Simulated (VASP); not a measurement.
# Ge (Cmmm) in VASP: further runs, part 2 of 2

VASP 6.6.1.

## (3) Single point, PBEsol

INCAR reads:

```
ALGO = Normal
EDIFF = 1E-7
ENCUT = 520
GGA = PS
ISIF = 2
ISMEAR = 0
LASPH = True
LCHARG = False
LREAL = False
LWAVE = False
NBANDS = 13
NELM = 100
PREC = Accurate
SIGMA = 0.15
```

KPOINTS reads:

```
k-points
0
Gamma
  28 28 26
```

POSCAR reads:

```
Ge
1.0
    1.3826056148     -2.5195012414      0.0000000000
    1.3826056148      2.5195012414      0.0000000000
    0.0000000000      0.0000000000      2.6427277819
Ge
1
Direct
    0.5000000000      0.5000000000      0.0000000000
```

Potentials or basis: VASP PAW PBE potentials, release 64 (Ge_d).

Command:

```sh
> cat potpaw_PBE.64/Ge_d/POTCAR > POTCAR
> mpirun -np 1 vasp_std > vasp.out
```

OUTCAR:

```text
EDIFF = 1E-7
   ENCUT = 520
   GGA = PS
   ISIF = 2
   ISMEAR = 0
   LASPH = True
   LREAL = False
   NELM = 100
   PREC = Accurate

 ion  position               nearest neighbor table
   1  0.500  0.500  0.000-

  LATTYP: Found a base centered orthorhombic cell.
 ALAT       =     2.7652112296
 B/A-ratio  =     1.8222848327
 C/A-ratio  =     0.9557055727

  Lattice vectors:

 A1 = (   1.3826056148,  -2.5195012414,   0.0000000000)
 A2 = (   1.3826056148,   2.5195012414,   0.0000000000)
 A3 = (   0.0000000000,   0.0000000000,   2.6427277819)

Analysis of symmetry for initial positions (statically):
=====================================================================
 Subroutine PRICEL returns:
 Original cell was already a primitive cell.

 Routine SETGRP: Setting up the symmetry group for a
 base centered orthorhombic supercell.

 Subroutine GETGRP returns: Found  8 space group operations
 (whereof  8 operations were pure point group operations)
 out of a pool of  8 trial point group operations.

The static configuration has the point symmetry D_2h.

Analysis of symmetry for dynamics (positions and initial velocities):
=====================================================================
 Subroutine PRICEL returns:
 Original cell was already a primitive cell.

 Routine SETGRP: Setting up the symmetry group for a
 base centered orthorhombic supercell.

 Subroutine GETGRP returns: Found  8 space group operations
 (whereof  8 operations were pure point group operations)
 out of a pool of  8 trial point group operations.

The dynamic configuration has the point symmetry D_2h.

 Subroutine INISYM returns: Found  8 space group operations
 (whereof  8 operations are pure point group operations),
 and found     1 'primitive' translations

----------------------------------------------------------------------------------------

                                     Primitive cell

  volume of cell :      18.4118

  direct lattice vectors                    reciprocal lattice vectors
     1.382605615 -2.519501241  0.000000000     0.361636026 -0.198451976  0.000000000
     1.382605615  2.519501241  0.000000000     0.361636026  0.198451976  0.000000000
     0.000000000  0.000000000  2.642727782     0.000000000  0.000000000  0.378396900

  length of vectors
     2.873931939  2.873931939  2.642727782     0.412509154  0.412509154  0.378396900

  position of ions in fractional coordinates (direct lattice)
     0.500000000  0.500000000  0.000000000

  ion indices of the primitive-cell ions
   primitive index   ion index
                 1           1

----------------------------------------------------------------------------------------

 KPOINTS: k-points

Automatic generation of k-mesh.
 Grid dimensions read from file:
 generate k-points for:   28   28   26

 Generating k-lattice:

  Cartesian coordinates                     Fractional coordinates (reciprocal lattice)
     0.012915572 -0.007087571  0.000000000     0.035714286  0.000000000  0.000000000
     0.012915572  0.007087571  0.000000000     0.000000000  0.035714286  0.000000000
     0.000000000  0.000000000  0.014553727     0.000000000  0.000000000  0.038461538

  Length of vectors
     0.014732470  0.014732470  0.014553727

  Shift w.r.t. Gamma in fractional coordinates (k-lattice)
     0.000000000  0.000000000  0.000000000

 Subroutine IBZKPT returns following result:
 ===========================================

 Found   2954 irreducible k-points:

 Following reciprocal coordinates:
            Coordinates               Weight
  0.000000  0.000000  0.000000      1.000000
  0.035714  0.000000  0.000000      4.000000
  0.071429  0.000000  0.000000      4.000000
  0.107143  0.000000  0.000000      4.000000
  0.142857  0.000000  0.000000      4.000000
  0.178571  0.000000  0.000000      4.000000
[... 16 lines left out ...]
  0.285714  0.035714  0.000000      4.000000
  0.321429  0.035714  0.000000      4.000000
 [... further k-points ...]
   k-points           NKPTS =   2954   k-points in BZ     NKDIM =   2954   number of bands    NBANDS=     13
   number of dos      NEDOS =    301   number of ions     NIONS =      1
   total plane-waves  NPLWV =  11520
   dimension x,y,z NGX =    24 NGY =   24 NGZ =   20
   dimension x,y,z NGXF=    48 NGYF=   48 NGZF=   40
   ions per type =               1
   NGX,Y,Z   is equivalent  to a cutoff of  13.88, 13.88, 12.58 a.u.
   NGXF,Y,Z  is equivalent  to a cutoff of  27.77, 27.77, 25.16 a.u.
 SYSTEM =  unknown system
   PREC   = accura    normal or accurate (medium, high low for compatibility)
   ISTART =      0    job   : 0-new  1-cont  2-samecut
   ICHARG =      2    charge: 1-file 2-atom 10-const
   ISPIN  =      1    spin polarized calculation?
   LNONCOLLINEAR =      F non collinear calculations
   LSORBIT =      F    spin-orbit coupling
   LASPH  =      T    aspherical Exc in radial PAW
   ENCUT  =  520.0 eV  38.22 Ry    6.18 a.u.   5.34  5.34  4.91*2*pi/ulx,y,z
   NELM   =    100;   NELMIN=  2; NELMDL= -5     # of ELM steps
   EDIFF  = 0.1E-06   stopping-criterion for ELM
   LREAL  =      F    real-space projection
   EDIFFG = 0.1E-05   stopping-criterion for IOM
   NSW    =      0    number of steps for IOM
   IBRION =     -1    ionic relax: 0-MD 1-quasi-New 2-CG
   NFREE  =      0    steps in history (QN), initial steepest desc. (CG)
   ISIF   =      2    stress and relaxation
   ISYM   =      2    0-nonsym 1-usesym 2-fastsym
   POTIM  = 0.5000    time-step for ionic-motion
   TEBEG  =    0.0;   TEEND  =   0.0 temperature during run
   PSTRESS=    0.0 pullay stress
   NELECT =      14.0000    total number of electrons
   NUPDOWN=      -1.0000    fix difference up-down
   EMIN   =  10.00;   EMAX   =-10.00  energy-range for DOS
   EFERMI =   0.00;   METHOD = LEGACY
   ISMEAR =     0;   SIGMA  =   0.15  broadening in eV -4-tet -1-fermi 0-gaus
   EFERMI_NEDOS =   21; number of points for ismear=-14 and -15
   IALGO  =     38    algorithm
   IMIX   =      4    mixing-type and parameters
     AMIX     =   0.40;   BMIX     =  1.00
     AMIX_MAG =   1.60;   BMIX_MAG =  1.00
  volume/ion in A,a.u.               =      18.41       124.25
  Fermi-wavevector in a.u.,A,eV,Ry     =   1.494236  2.823696 30.378271  2.232740
  Thomas-Fermi vector in A             =   2.606534
   LORBIT       =      0    0 simple, 1 ext, 2 COOP (PROOUT), +10 PAW based schemes
   GGA     = PS    functional components
   LHFCALC =     F    Hartree Fock is set to
   AEXX    =    0.0000 exact exchange contribution
   IVDW    =     0    specifies the selected vdW correction
   LEPSILON=     F    determine dielectric tensor
   LRPA    =     F    only Hartree local field effects (RPA)
 non-spin polarized calculation
 Gauss-broadening in eV      SIGMA  =   0.15
  energy-cutoff  :      520.00
  volume of cell :       18.41
 maximum number of plane-waves:       510
 NGX is ok and might be reduce to    24
   NGX = 11   NGY = 11   NGZ =  9

 number of electron      13.9999994 magnetization

 Free energy of the ion-electron system (eV)
  ---------------------------------------------------
  ext. energy  EPLUGINS =         0.00000000
  ---------------------------------------------------
  free energy    TOTEN  =        -4.75192347 eV

  energy without entropy =       -4.74711822  energy(sigma->0) =       -4.74952085

 E-fermi :   6.7719     XC(G=0): -11.5044

 val. band max:        6.7697988537   @ k =  -0.0357   0.0357   0.2308
 cond. band min:       6.7724067022   @ k =   0.0357   0.0000   0.2308
 fundamental gap:      0.0026078484
 Fermi energy:         6.7718879852

 k-point     1 :       0.0000    0.0000    0.0000
  band No.  band energies     occupation
      1     -17.9629      2.00000
      2     -17.8744      2.00000
      3     -17.8316      2.00000
      4     -17.7005      2.00000
      5     -17.6873      2.00000
      6      -6.6399      2.00000
      7      13.7470      0.00000
      8      14.6279      0.00000
      9      15.7175      0.00000
     10      17.2126      0.00000
     11      20.0799      0.00000
     12      21.8446      0.00000
     13      22.2173      0.00000
[... 353 lines left out ...]
 k-point    24 :       0.3214    0.0357    0.0000
  band No.  band energies     occupation
      1     -17.9282      2.00000
      2     -17.8469      2.00000
      3     -17.7445      2.00000
      4     -17.7382      2.00000
      5     -17.7094      2.00000
      6      -3.7078      2.00000
      7       4.7556      2.00000
      8      10.9850      0.00000
      9      15.3752      0.00000
     10      16.4187      0.00000
     11      20.7405      0.00000
     12      26.7257      0.00000
     13      26.9368      0.00000

 [... further k-points ...]

------------------------ aborting loop because EDIFF is reached ----------------------------------------

  FORCE on cell =-STRESS in cart. coord.  units (eV):
  Direction    XX          YY          ZZ          XY          YZ          ZX
  --------------------------------------------------------------------------------------
  -------------------------------------------------------------------------------------
  Total        0.1294669     -0.0941615     -0.0816470      0.0000000      0.0000000      0.0000000
  in kB       11.2661090     -8.1938606     -7.1048593      0.0000000      0.0000000      0.0000000
  external PRESSURE =      -1.3442036 kB  Pullay stress =       0.0000000 kB

 VOLUME and BASIS-vectors are now :
 -----------------------------------------------------------------------------
  energy-cutoff  :      520.00
  volume of cell :       18.41
      direct lattice vectors                 reciprocal lattice vectors
     1.382605615 -2.519501241  0.000000000     0.361636026 -0.198451976  0.000000000
     1.382605615  2.519501241  0.000000000     0.361636026  0.198451976  0.000000000
     0.000000000  0.000000000  2.642727782     0.000000000  0.000000000  0.378396900

 POSITION                                       TOTAL-FORCE (eV/Angst)
 -----------------------------------------------------------------------------------
      1.38261      0.00000      0.00000        -0.000000      0.000000      0.000000
 -----------------------------------------------------------------------------------
    total drift:                               -0.000000     -0.000000     -0.000000

  FREE ENERGIE OF THE ION-ELECTRON SYSTEM (eV)
  ---------------------------------------------------
  free  energy   TOTEN  =        -4.7519234732 eV

  energy  without entropy=       -4.7471182199  energy(sigma->0) =       -4.74952085
```

OSZICAR:

```text
N       E                     dE             d eps       ncg     rms          rms(c)
DAV:   1     0.614781643459E+02    0.61478E+02   -0.70900E+03 83356   0.299E+03
DAV:   2     0.497073067902E+00   -0.60981E+02   -0.58113E+02 82119   0.406E+02
DAV:   3    -0.470476436130E+01   -0.52018E+01   -0.51773E+01 87628   0.697E+01
DAV:   4    -0.477395907223E+01   -0.69195E-01   -0.69186E-01 88119   0.873E+00
DAV:   5    -0.477463960395E+01   -0.68053E-03   -0.68053E-03 89451   0.953E-01    0.149E+00
DAV:   6    -0.475830426752E+01    0.16335E-01   -0.13064E-02 95933   0.266E+00    0.812E-01
DAV:   7    -0.475219594952E+01    0.61083E-02   -0.72745E-03 97391   0.168E+00    0.938E-02
DAV:   8    -0.475192294744E+01    0.27300E-03   -0.78157E-04 92944   0.667E-01    0.312E-02
DAV:   9    -0.475192350399E+01   -0.55655E-06   -0.13471E-05 97497   0.507E-02    0.760E-03
DAV:  10    -0.475192347318E+01    0.30815E-07   -0.47934E-07 93647   0.989E-03
   1 F= -.47519235E+01 E0= -.47495208E+01  d E =-.480525E-02
```

It took 3.4 min on 1 thread of AMD EPYC 9R45 (Zen 5), shared host; peak memory 0.66 GiB.

Results:

- Free energy: -4.7519 eV
- Pressure: -0.1 GPa
- Band gap on the k mesh: zero (bands 7 and 8 overlap by 10.38 eV)

Levels at points of the mesh, in eV from the Fermi level:
```
           k point  band 5  band 6  band 7  band 8  band 9  band 10
(0.00, 0.00, 0.00)  -24.46  -13.41    6.98    7.86    8.95    10.44
(0.50, 0.00, 0.00)  -24.48   -8.04   -5.72    3.74    7.77    11.13
(0.50, 0.50, 0.00)  -24.47   -8.68   -5.89    5.07    9.02    10.63
(0.00, 0.00, 0.50)  -24.50   -9.33   -6.13   10.96   12.06    16.72
(0.50, 0.00, 0.50)  -24.38   -3.52   -2.44   -1.83    3.44     6.85
(0.50, 0.50, 0.50)  -24.39   -4.25   -2.57   -2.31    3.15     8.20
```

Caveat: the PAW data sets were made with another functional, which shifts forces and pressure a little.
